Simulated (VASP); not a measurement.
# ScAl3F (P4mm) in VASP: further runs, part 2 of 2

VASP 6.6.1. Earlier steps stand in the parts before.

## 3. Single point, PBE

This run uses another cell than the first one, of 24.65 Å³/atom.

Contents of INCAR:

```
ALGO = Normal
EDIFF = 1E-7
ENCUT = 520
GGA = PE
ISIF = 2
ISMEAR = 0
LASPH = True
LCHARG = False
LREAL = False
LWAVE = False
NBANDS = 22
NELM = 60
PREC = Accurate
SIGMA = 0.1
```

Contents of KPOINTS:

```
k-points
0
Gamma
  8 8 6
```

Contents of POSCAR:

```
ScAl3F
1.0
    4.5260951735      0.0000000000      0.0000000000
    0.0000000000      4.5260951735      0.0000000000
    0.0000000000      0.0000000000      6.0157502035
Sc Al F
1 3 1
Direct
    0.5000000000      0.5000000000      0.4140776231
    0.5000000000      0.5000000000      0.9376700821
    0.5000000000      0.0000000000      0.7184521676
    0.0000000000      0.5000000000      0.7184521676
    0.0000000000      0.0000000000      0.7393479295
```

Potentials or basis: VASP PAW PBE potentials, release 64 (Sc_sv, Al, F).

Run with:

```
$ cat potpaw_PBE.64/Sc_sv/POTCAR potpaw_PBE.64/Al/POTCAR potpaw_PBE.64/F/POTCAR > POTCAR
$ mpirun -np 1 vasp_std > vasp.out
```

OUTCAR:

```text
EDIFF = 1E-7
   ENCUT = 520
   GGA = PE
   ISIF = 2
   ISMEAR = 0
   LASPH = True
   LREAL = False
   NELM = 60
   PREC = Accurate

 ion  position               nearest neighbor table
   1  0.500  0.500  0.414-   2 2.87   3 2.91   4 2.91   3 2.91   4 2.91   2 3.15
   2  0.500  0.500  0.938-   3 2.62   4 2.62   3 2.62   4 2.62   1 2.87   1 3.15
   3  0.500  0.000  0.718-   5 2.27   5 2.27   2 2.62   2 2.62   1 2.91   1 2.91   4 3.20   4 3.20
                             4 3.20   4 3.20
   4  0.000  0.500  0.718-   5 2.27   5 2.27   2 2.62   2 2.62   1 2.91   1 2.91   3 3.20   3 3.20
                             3 3.20   3 3.20
   5  0.000  0.000  0.739-   3 2.27   4 2.27   4 2.27   3 2.27

  LATTYP: Found a simple tetragonal cell.
 ALAT       =     4.5260951735
 C/A-ratio  =     1.3291258740

  Lattice vectors:

 A1 = (   4.5260951735,   0.0000000000,   0.0000000000)
 A2 = (   0.0000000000,   4.5260951735,   0.0000000000)
 A3 = (   0.0000000000,   0.0000000000,   6.0157502035)

Analysis of symmetry for initial positions (statically):
=====================================================================
 Subroutine PRICEL returns:
[... 181 lines left out ...]
 cond. band min:       2.6738064942   @ k =   0.2500   0.1250   0.5000
 fundamental gap:      0.0201404665
 Fermi energy:         2.6700111534

 k-point     1 :       0.0000    0.0000    0.0000
  band No.  band energies     occupation
      1     -47.2858      2.00000
      2     -25.9659      2.00000
      3     -25.9659      2.00000
      4     -25.7952      2.00000
      5     -21.6303      2.00000
      6      -4.7100      2.00000
[... 589 lines left out ...]
     21       6.8143      0.00000
     22       7.3721      0.00000

 [... further k-points ...]

------------------------ aborting loop because EDIFF is reached ----------------------------------------

  FORCE on cell =-STRESS in cart. coord.  units (eV):
  Direction    XX          YY          ZZ          XY          YZ          ZX
  --------------------------------------------------------------------------------------
  -------------------------------------------------------------------------------------
  Total       -0.0580910     -0.0580910     -0.0183264      0.0000000      0.0000000     -0.0000000
  in kB       -0.7552347     -0.7552347     -0.2382594      0.0000000      0.0000000     -0.0000000
  external PRESSURE =      -0.5829096 kB  Pullay stress =       0.0000000 kB

 VOLUME and BASIS-vectors are now :
 -----------------------------------------------------------------------------
  energy-cutoff  :      520.00
  volume of cell :      123.24
      direct lattice vectors                 reciprocal lattice vectors
     4.526095173  0.000000000  0.000000000     0.220941001  0.000000000  0.000000000
     0.000000000  4.526095173  0.000000000     0.000000000  0.220941001  0.000000000
     0.000000000  0.000000000  6.015750203     0.000000000  0.000000000  0.166230306

 POSITION                                       TOTAL-FORCE (eV/Angst)
 -----------------------------------------------------------------------------------
      2.26305      2.26305      2.49099         0.000000     -0.000000      0.002271
      2.26305      2.26305      5.64079         0.000000      0.000000      0.001145
      2.26305      0.00000      4.32203         0.000000      0.000000     -0.003350
      0.00000      2.26305      4.32203         0.000000      0.000000     -0.003350
      0.00000      0.00000      4.44773         0.000000      0.000000      0.003283
 -----------------------------------------------------------------------------------
    total drift:                                0.000000      0.000000      0.000722

  FREE ENERGIE OF THE ION-ELECTRON SYSTEM (eV)
  ---------------------------------------------------
  free  energy   TOTEN  =       -20.5985254092 eV

  energy  without entropy=      -20.5637012261  energy(sigma->0) =      -20.58111332
```

OSZICAR:

```text
N       E                     dE             d eps       ncg     rms          rms(c)
DAV:   1     0.244558190141E+03    0.24456E+03   -0.11576E+04  2664   0.103E+03
DAV:   2     0.806540877296E+01   -0.23649E+03   -0.22943E+03  2664   0.317E+02
DAV:   3    -0.221347387555E+02   -0.30200E+02   -0.29325E+02  4228   0.105E+02
DAV:   4    -0.233422204613E+02   -0.12075E+01   -0.12019E+01  3772   0.203E+01
DAV:   5    -0.233681447513E+02   -0.25924E-01   -0.25908E-01  3548   0.289E+00    0.800E+00
DAV:   6    -0.207173206902E+02    0.26508E+01   -0.99371E+00  4000   0.252E+01    0.321E+00
DAV:   7    -0.206543660240E+02    0.62955E-01   -0.15056E+00  3932   0.943E+00    0.193E+00
DAV:   8    -0.206029900904E+02    0.51376E-01   -0.28889E-01  3854   0.462E+00    0.894E-01
DAV:   9    -0.205979719400E+02    0.50182E-02   -0.41143E-02  4000   0.141E+00    0.374E-01
DAV:  10    -0.205983329050E+02   -0.36096E-03   -0.22558E-02  3812   0.123E+00    0.201E-01
DAV:  11    -0.205983556244E+02   -0.22719E-04   -0.32478E-03  3672   0.463E-01    0.852E-02
DAV:  12    -0.205985124876E+02   -0.15686E-03   -0.18448E-03  3802   0.337E-01    0.448E-02
DAV:  13    -0.205984996181E+02    0.12869E-04   -0.24214E-04  3970   0.130E-01    0.840E-03
DAV:  14    -0.205985239243E+02   -0.24306E-04   -0.51724E-05  3156   0.390E-02    0.832E-03
DAV:  15    -0.205985252425E+02   -0.13181E-05   -0.17088E-05  3838   0.336E-02    0.455E-03
DAV:  16    -0.205985253816E+02   -0.13911E-06   -0.26878E-06  3410   0.128E-02    0.777E-04
DAV:  17    -0.205985254092E+02   -0.27620E-07   -0.34746E-07  3706   0.375E-03
   1 F= -.20598525E+02 E0= -.20581113E+02  d E =-.348242E-01
```

It took 4.9 min on 1 thread of Intel Xeon 8259CL, shared host; peak memory 0.34 GiB.

Results:

```
Free energy            : -20.5985 eV
Pressure               : -0.1 GPa
Largest force          : 0.003 eV/Å
Band gap on the k mesh : zero (an odd number of electrons rules out a gap without spin polarisation)
```

Forces in eV/Å, atoms in the order of the input:
```
Sc   0.000  0.000  0.002
Al   0.000  0.000  0.001
Al   0.000  0.000 -0.003
Al   0.000  0.000 -0.003
F    0.000  0.000  0.003
```

Caveat: an odd number of electrons without spin polarisation forces a metal; a magnetic or distorted state may lie lower.

## 4. Relaxation of cell and atoms, PBE

This run uses another cell than the first one, of 24.62 Å³/atom.

Contents of INCAR:

```
ALGO = Normal ; EDIFF = 1E-7
EDIFFG = -0.01 ; ENCUT = 600
GGA = PE ; IBRION = 2
ISIF = 3 ; ISMEAR = 0
LASPH = T ; LCHARG = F
LREAL = F ; LWAVE = F
NELM = 100 ; NSW = 100
PREC = Accurate ; SIGMA = 0.1
```

KPOINTS is that of step 3.

Contents of POSCAR:

```
ScAl3F
1.0
    4.5491361529      0.0000000000      0.0000000000
    0.0000000000      4.5491361529      0.0000000000
    0.0000000000      0.0000000000      5.9496073107
Sc Al F
1 3 1
Direct
    0.5000000000      0.5000000000      0.4142764767
    0.5000000000      0.5000000000      0.9337738890
    0.5000000000      0.0000000000      0.7178165438
    0.0000000000      0.5000000000      0.7178165438
    0.0000000000      0.0000000000      0.7443165166
```

Run with:

```
$ cat potpaw_PBE.64/Sc_sv/POTCAR potpaw_PBE.64/Al/POTCAR potpaw_PBE.64/F/POTCAR > POTCAR
$ mpirun -np 1 vasp_std > vasp.out
```

Run time: 21 min. Hardware: 1 thread of Intel Xeon 8259CL, shared host; peak memory 0.37 GiB.

The run converged. Its results:

```
Free energy                           : -20.6006 eV
Relaxed volume                        : 24.59 Å³/atom
Relaxed cell                          : a = 4.516 Å, b = 4.516 Å, c = 6.027 Å, α = 90.00°, β = 90.00°, γ = 90.00°
Space group after relaxing (to 0.1 Å) : P4mm (No. 99)
Energy gained by relaxing             : 0.6 meV/atom
Ionic steps                           : 11
Pressure after relaxing               : 0.0 GPa
Largest force after relaxing          : 0.009 eV/Å
Band gap on the k mesh                : zero (an odd number of electrons rules out a gap without spin polarisation)
```

Forces in eV/Å, atoms in the order of the input:
```
Sc   0.000  0.000  0.009
Al   0.000  0.000 -0.005
Al   0.000  0.000  0.003
Al   0.000  0.000  0.003
F    0.000  0.000 -0.009
```

The path:
| step | energy change (eV) | largest force (eV/Å) | pressure (GPa) | volume (Å³) |
| --- | --- | --- | --- | --- |
| 1 | 0.0000 | 0.0490 | 0.03 | 123.12 |
| 2 | -0.0007 | 0.0439 | -0.01 | 123.21 |
| 3 | -0.0018 | 0.0307 | -0.14 | 123.48 |
| 4 | -0.0019 | 0.0382 | -0.20 | 123.60 |
| 5 | -0.0024 | 0.0315 | -0.10 | 123.29 |
| 6 | -0.0027 | 0.0382 | 0.02 | 122.93 |
| 7 | -0.0027 | 0.0387 | 0.03 | 122.89 |
| 8 | -0.0028 | 0.0232 | 0.03 | 122.90 |
| 9 | -0.0029 | 0.0135 | 0.02 | 122.91 |
| 10 | -0.0029 | 0.0136 | 0.01 | 122.91 |
| 11 | -0.0029 | 0.0093 | 0.00 | 122.95 |

Final structure:
```
CELL_PARAMETERS angstrom
4.51646 0.00000 0.00000
0.00000 4.51646 0.00000
0.00000 0.00000 6.02745
ATOMIC_POSITIONS crystal
Sc 0.50000 0.50000 0.41316
Al 0.50000 0.50000 0.93807
Al 0.50000 0.00000 0.71788
Al 0.00000 0.50000 0.71788
F 0.00000 0.00000 0.74101
```

Levels at points of the mesh, in eV from the Fermi level:
```tsv
k point	band 12	band 13	band 14	band 15	band 16	band 17
(0.00, 0.00, 0.00)	-1.02	-0.39	-0.39	1.21	1.26	1.37
(0.50, 0.00, 0.00)	-0.75	-0.35	-0.15	1.09	1.30	1.37
(0.50, 0.50, 0.00)	-0.40	-0.27	-0.27	0.03	1.67	1.75
(0.00, 0.00, 0.50)	-0.62	-0.62	-0.16	0.75	1.72	2.42
(0.50, 0.00, 0.50)	-0.95	-0.49	-0.21	1.38	1.61	1.62
(0.50, 0.50, 0.50)	-1.71	-0.43	-0.43	0.28	1.68	1.81
```

Caveat: an odd number of electrons without spin polarisation forces a metal; a magnetic or distorted state may lie lower.

## 5. Summary

```tsv
task	cell	k mesh	cutoff (eV)	gap on the mesh (eV)	pressure (GPa)	relaxed volume (Å³/atom)	largest force (eV/Å)
relaxation of cell and atoms	relaxed from a = 3.973, b = 3.973, c = 3.991 Å, 5 atoms, atomic positions A	4 × 4 × 4	600	none	0.0	23.38	0.02
single point	a = 4.526, b = 4.526, c = 6.016 Å, 5 atoms, atomic positions B	8 × 8 × 6	520	none	-0.1	-	-
relaxation of cell and atoms	relaxed from a = 4.549, b = 4.549, c = 5.950 Å, 5 atoms, atomic positions C	8 × 8 × 6	600	none	0.0	24.59	0.01
```

Alike in all rows: level PBE; potentials or basis VASP PAW PBE potentials, release 64 (Sc_sv, Al, F); no spin polarisation; smearing gaussian 0.1 eV.

Caveats: some runs use coarse meshes; an odd number of electrons without spin polarisation forces a metal; a magnetic or distorted state may lie lower; the volume moved by over 15 % at a fixed basis, so the end points are rough (at least some runs).

Absolute energies hang on the potentials; compare differences alone.
